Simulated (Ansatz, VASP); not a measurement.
# Two plane-wave programs on Fe

```
CELL_PARAMETERS angstrom
-1.44300 1.44300 1.44300
1.44300 -1.44300 1.44300
1.44300 1.44300 -1.44300
ATOMIC_POSITIONS crystal
Fe 0.00000 0.00000 0.00000
```

Alike in both runs: task single point; functional revPBE; k mesh 11 × 11 × 11; collinear spin.

|  | VASP | Ansatz |
| --- | --- | --- |
| version | VASP 6.6.1 | Ansatz 0.2.0 |
| potentials or method | VASP PAW PBE potentials, release 64 (Fe) | plane waves, norm-conserving potentials |
| plane-wave cutoff (eV) | 520 | 1225 |
| occupations | methfessel-paxton of order 1, width 0.1 eV | cold |
| valence electrons in the cell | 8 | 16 |

Ansatz gave:

| Quantity | Value |
| --- | --- |
| gap on the k mesh at the Fermi level (eV) | none |
| net moment per atom (μB) | 2.27 |
| size of the moment on the site where the two differ most (μB) | 2.33 |

Question: Estimate VASP's values.

Answer: gap on the k mesh at the Fermi level (eV): none; net moment per atom (μB): 2.28; size of the moment on the site where the two differ most (μB): 2.29.

VASP's potentials were made for PBE, not for revPBE. Site moments also hang on the region over which each program counts them. A gap of «none» marks a metal or a gap that the smearing closes. VASP's potentials hold 8 valence electrons a cell and Ansatz's 16, so a difference there can come from the potentials and not from the codes. Ansatz's warnings: stability check not made.
